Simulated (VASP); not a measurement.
# C (C2/m) in VASP: a series of runs

The runs below take C through single point, relaxation of cell and atoms, with PBEsol.

All numbers are computed with VASP 6.6.1; they aren't measurements. Logs are shortened: lines on timing, memory, paths and dates and some standing lists are left out, and cuts for length are marked.

## Step 1: The cell of the first run

The typed cell holds 2 atoms: a = 2.455 Å, b = 2.455 Å, c = 3.599 Å, α = 109.92°, β = 109.92°, γ = 60.00°.

## Step 2: Single point, PBEsol

The input, INCAR:

```
PREC = Accurate
ENCUT = 520
EDIFF = 1E-6
ISMEAR = -1
SIGMA = 0.05
LREAL = F
LASPH = T
NELM = 100
ALGO = Normal
ISIF = 2
LWAVE = F
LCHARG = F
GGA = PS
NBANDS = 11
```

The input, KPOINTS:

```
Automatic mesh
0
Gamma
  13 13 8
```

The input, POSCAR:

```
C
1.0
    2.1257603016     -1.2273197280     -0.0118525860
    2.1257603016      1.2273197280     -0.0118525860
   -1.3975747136      0.0000000000      3.3161709712
C
2
Direct
    0.1666203141      0.1666203141      0.9998631899
    0.8333796859      0.8333796859      0.0001368101
```

Potentials or basis: VASP PAW PBE potentials, release 64 (C).

Command:

```console
> cat potpaw_PBE.64/C/POTCAR > POTCAR
> mpirun -np 1 vasp_std > vasp.out
```

OUTCAR:

```text
PREC = Accurate
   ENCUT = 520
   EDIFF = 1E-6
   ISMEAR = -1
   LREAL = F
   LASPH = T
   NELM = 100
   ISIF = 2
   GGA = PS

 ion  position               nearest neighbor table
   1  0.167  0.167  1.000-   2 1.42   2 1.42   2 1.42
   2  0.833  0.833  0.000-   1 1.42   1 1.42   1 1.42

  LATTYP: Found a base centered monoclinic cell.
 ALAT       =     4.2515866891
 B/A-ratio  =     0.5773466791
 C/A-ratio  =     0.8464226624
 COS(beta)  =    -0.3934939083

  Lattice vectors:

 A1 = (   2.1257603016,  -1.2273197280,  -0.0118525860)
 A2 = (   2.1257603016,   1.2273197280,  -0.0118525860)
 A3 = (  -1.3975747136,   0.0000000000,   3.3161709712)

Analysis of symmetry for initial positions (statically):
=====================================================================
 Subroutine PRICEL returns:
 Original cell was already a primitive cell.

 Routine SETGRP: Setting up the symmetry group for a
 base centered monoclinic supercell.

 Subroutine GETGRP returns: Found  4 space group operations
 (whereof  4 operations were pure point group operations)
 out of a pool of  4 trial point group operations.

The static configuration has the point symmetry C_2h.

Analysis of symmetry for dynamics (positions and initial velocities):
=====================================================================
 Subroutine PRICEL returns:
 Original cell was already a primitive cell.

 Routine SETGRP: Setting up the symmetry group for a
 base centered monoclinic supercell.

 Subroutine GETGRP returns: Found  4 space group operations
 (whereof  4 operations were pure point group operations)
 out of a pool of  4 trial point group operations.

The dynamic configuration has the point symmetry C_2h.

 Subroutine INISYM returns: Found  4 space group operations
 (whereof  4 operations are pure point group operations),
 and found     1 'primitive' translations

----------------------------------------------------------------------------------------

                                     Primitive cell

  volume of cell :      17.2630

  direct lattice vectors                    reciprocal lattice vectors
     2.125760302 -1.227319728 -0.011852586     0.235763968 -0.407391806  0.099360908
     2.125760302  1.227319728 -0.011852586     0.235763968  0.407391806  0.099360908
    -1.397574714  0.000000000  3.316170971     0.001685325  0.000000000  0.302262874

  length of vectors
     2.454650904  2.454650904  3.598639325     0.481066858  0.481066858  0.302267572

  position of ions in fractional coordinates (direct lattice)
     0.166620314  0.166620314  0.999863190
     0.833379686  0.833379686  0.000136810

  ion indices of the primitive-cell ions
   primitive index   ion index
                 1           1
                 2           2

----------------------------------------------------------------------------------------

 KPOINTS: Automatic mesh

Automatic generation of k-mesh.
 Grid dimensions read from file:
 generate k-points for:   13   13    8

 Generating k-lattice:

  Cartesian coordinates                     Fractional coordinates (reciprocal lattice)
     0.018135690 -0.031337831  0.007643147     0.076923077 -0.000000000  0.000000000
     0.018135690  0.031337831  0.007643147    -0.000000000  0.076923077  0.000000000
     0.000210666  0.000000000  0.037782859    -0.000000000 -0.000000000  0.125000000

  Length of vectors
     0.037005143  0.037005143  0.037783447

  Shift w.r.t. Gamma in fractional coordinates (k-lattice)
     0.000000000  0.000000000  0.000000000

 Subroutine IBZKPT returns following result:
 ===========================================

 Found    371 irreducible k-points:

 Following reciprocal coordinates:
            Coordinates               Weight
  0.000000  0.000000  0.000000      1.000000
  0.076923 -0.000000  0.000000      4.000000
  0.153846 -0.000000  0.000000      4.000000
  0.230769 -0.000000  0.000000      4.000000
  0.307692 -0.000000  0.000000      4.000000
  0.384615 -0.000000  0.000000      4.000000
[... 16 lines left out ...]
  0.384615  0.153846  0.000000      4.000000
  0.461538  0.153846  0.000000      4.000000
 [... further k-points ...]
   k-points           NKPTS =    371   k-points in BZ     NKDIM =    371   number of bands    NBANDS=     11
   number of dos      NEDOS =    301   number of ions     NIONS =      2
   total plane-waves  NPLWV =   9072
   dimension x,y,z NGX =    18 NGY =   18 NGZ =   28
   dimension x,y,z NGXF=    36 NGYF=   36 NGZF=   56
   ions per type =               2
   NGX,Y,Z   is equivalent  to a cutoff of  12.19, 12.19, 12.94 a.u.
   NGXF,Y,Z  is equivalent  to a cutoff of  24.38, 24.38, 25.87 a.u.
 SYSTEM =  unknown system
   PREC   = accura    normal or accurate (medium, high low for compatibility)
   ISTART =      0    job   : 0-new  1-cont  2-samecut
   ICHARG =      2    charge: 1-file 2-atom 10-const
   ISPIN  =      1    spin polarized calculation?
   LNONCOLLINEAR =      F non collinear calculations
   LSORBIT =      F    spin-orbit coupling
   LASPH  =      T    aspherical Exc in radial PAW
   ENCUT  =  520.0 eV  38.22 Ry    6.18 a.u.   4.56  4.56  6.69*2*pi/ulx,y,z
   NELM   =    100;   NELMIN=  2; NELMDL= -5     # of ELM steps
   EDIFF  = 0.1E-05   stopping-criterion for ELM
   LREAL  =      F    real-space projection
   EDIFFG = 0.1E-04   stopping-criterion for IOM
   NSW    =      0    number of steps for IOM
   IBRION =     -1    ionic relax: 0-MD 1-quasi-New 2-CG
   NFREE  =      0    steps in history (QN), initial steepest desc. (CG)
   ISIF   =      2    stress and relaxation
   ISYM   =      2    0-nonsym 1-usesym 2-fastsym
   POTIM  = 0.5000    time-step for ionic-motion
   TEBEG  =    0.0;   TEEND  =   0.0 temperature during run
   PSTRESS=    0.0 pullay stress
   NELECT =       8.0000    total number of electrons
   NUPDOWN=      -1.0000    fix difference up-down
   EMIN   =  10.00;   EMAX   =-10.00  energy-range for DOS
   EFERMI =   0.00;   METHOD = LEGACY
   ISMEAR =    -1;   SIGMA  =   0.05  broadening in eV -4-tet -1-fermi 0-gaus
   EFERMI_NEDOS =   21; number of points for ismear=-14 and -15
   IALGO  =     38    algorithm
   IMIX   =      4    mixing-type and parameters
     AMIX     =   0.40;   BMIX     =  1.00
     AMIX_MAG =   1.60;   BMIX_MAG =  1.00
  volume/ion in A,a.u.               =       8.63        58.25
  Fermi-wavevector in a.u.,A,eV,Ry     =   1.266871  2.394039 21.836839  1.604962
  Thomas-Fermi vector in A             =   2.400049
   LORBIT       =      0    0 simple, 1 ext, 2 COOP (PROOUT), +10 PAW based schemes
   GGA     = PS    functional components
   LHFCALC =     F    Hartree Fock is set to
   AEXX    =    0.0000 exact exchange contribution
   IVDW    =     0    specifies the selected vdW correction
   LEPSILON=     F    determine dielectric tensor
   LRPA    =     F    only Hartree local field effects (RPA)
 non-spin polarized calculation
  energy-cutoff  :      520.00
  volume of cell :       17.26
 maximum number of plane-waves:       477
   NGX =  9   NGY =  9   NGZ = 13

 number of electron       8.0000000 magnetization

 Free energy of the ion-electron system (eV)
  ---------------------------------------------------
  ext. energy  EPLUGINS =         0.00000000
  ---------------------------------------------------
  free energy    TOTEN  =       -19.28229816 eV

  energy without entropy =      -19.28228996  energy(sigma->0) =      -19.28229406

 E-fermi :   4.8843     XC(G=0): -10.6713

 val. band max:        4.5592195173   @ k =  -0.3077   0.3077   0.0000
 cond. band min:       5.2218056225   @ k =  -0.3077   0.3077   0.0000
 fundamental gap:      0.6625861051
 Fermi energy:         4.8842542895

 k-point     1 :       0.0000    0.0000    0.0000
  band No.  band energies     occupation
      1     -14.9331      2.00000
      2      -1.7661      2.00000
      3       1.8484      2.00000
      4       1.8486      2.00000
      5       8.9144      0.00000
      6      13.2400      0.00000
      7      13.2403      0.00000
      8      16.3261      0.00000
      9      17.8662      0.00000
     10      27.4177      0.00000
     11      30.7893      0.00000

 k-point     2 :       0.0769   -0.0000    0.0000
  band No.  band energies     occupation
      1     -14.7886      2.00000
      2      -1.6215      2.00000
      3       1.2875      2.00000
      4       1.5526      2.00000
      5       9.1199      0.00000
      6      13.3123      0.00000
      7      13.8445      0.00000
      8      15.8203      0.00000
      9      18.1125      0.00000
     10      27.8796      0.00000
     11      29.4574      0.00000

 k-point     3 :       0.1538   -0.0000    0.0000
  band No.  band energies     occupation
      1     -14.3564      2.00000
      2      -1.1899      2.00000
      3      -0.1594      2.00000
      4       0.8390      2.00000
      5       9.7341      0.00000
      6      13.3320      0.00000
      7      14.4759      0.00000
      8      15.4687      0.00000
      9      18.8874      0.00000
     10      26.8515      0.00000
     11      29.1112      0.00000

 k-point     4 :       0.2308   -0.0000    0.0000
  band No.  band energies     occupation
      1     -13.6414      2.00000
      2      -2.0696      2.00000
      3      -0.4795      2.00000
      4       0.0100      2.00000
      5      10.7351      0.00000
      6      12.5763      0.00000
      7      13.2159      0.00000
      8      17.7592      0.00000
      9      19.9949      0.00000
     10      24.6977      0.00000
     11      27.3555      0.00000
[... 239 lines left out ...]
 k-point    22 :       0.3077    0.1538    0.0000
  band No.  band energies     occupation
      1     -13.1750      2.00000
      2      -2.4175      2.00000
      3      -1.1913      2.00000
      4      -0.3800      2.00000
      5      11.7017      0.00000
      6      12.0301      0.00000
      7      14.7103      0.00000
      8      16.4436      0.00000
      9      21.6235      0.00000
     10      22.5592      0.00000
     11      28.5862      0.00000

 k-point    23 :       0.3846    0.1538    0.0000
  band No.  band energies     occupation
      1     -12.1889      2.00000
      2      -4.0763      2.00000
      3      -2.1928      2.00000
      4       0.5514      2.00000
      5      10.0163      0.00000
      6      13.4238      0.00000
      7      15.1240      0.00000
      8      17.5032      0.00000
      9      20.5224      0.00000
     10      23.5252      0.00000
     11      27.1867      0.00000

 k-point    24 :       0.4615    0.1538    0.0000
  band No.  band energies     occupation
      1     -10.9557      2.00000
      2      -5.9340      2.00000
      3      -2.8190      2.00000
      4       1.7112      2.00000
      5       8.3161      0.00000
      6      14.7278      0.00000
      7      15.1842      0.00000
      8      18.3362      0.00000
      9      19.9549      0.00000
     10      23.4580      0.00000
     11      27.5322      0.00000

 [... further k-points ...]
[... 5 lines left out ...]
  --------------------------------------------------------------------------------------
  -------------------------------------------------------------------------------------
  Total        0.3282614      0.3286635      0.2055527      0.0000000      0.0000000     -0.0008891
  in kB       30.4658413     30.5031651     19.0772883      0.0000000      0.0000000     -0.0825170
  external PRESSURE =      26.6820982 kB  Pullay stress =       0.0000000 kB

 VOLUME and BASIS-vectors are now :
 -----------------------------------------------------------------------------
  energy-cutoff  :      520.00
  volume of cell :       17.26
      direct lattice vectors                 reciprocal lattice vectors
     2.125760302 -1.227319728 -0.011852586     0.235763968 -0.407391806  0.099360908
     2.125760302  1.227319728 -0.011852586     0.235763968  0.407391806  0.099360908
    -1.397574714  0.000000000  3.316170971     0.001685325  0.000000000  0.302262874

 POSITION                                       TOTAL-FORCE (eV/Angst)
 -----------------------------------------------------------------------------------
     -0.68899      0.00000      3.31177         0.000227      0.000000     -0.000556
      3.54294      0.00000     -0.01930        -0.000227      0.000000      0.000556
 -----------------------------------------------------------------------------------
    total drift:                                0.000000      0.000000     -0.000000

  FREE ENERGIE OF THE ION-ELECTRON SYSTEM (eV)
  ---------------------------------------------------
  free  energy   TOTEN  =       -19.2822981609 eV

  energy  without entropy=      -19.2822899596  energy(sigma->0) =      -19.28229406
```

Wall time 100 s (1 thread of Intel Xeon 8259CL, shared host); peak memory 0.16 GiB.

What came out:

```
Free energy : -19.2823 eV
Pressure    : 2.7 GPa
```

Caveat: this functional lacks dispersion, which binds layers or chains, so the pressure and a relaxed spacing across them are unreliable; the PAW data sets were made with another functional, which shifts forces and pressure a little.

(Part 1 of 2 ends here.)
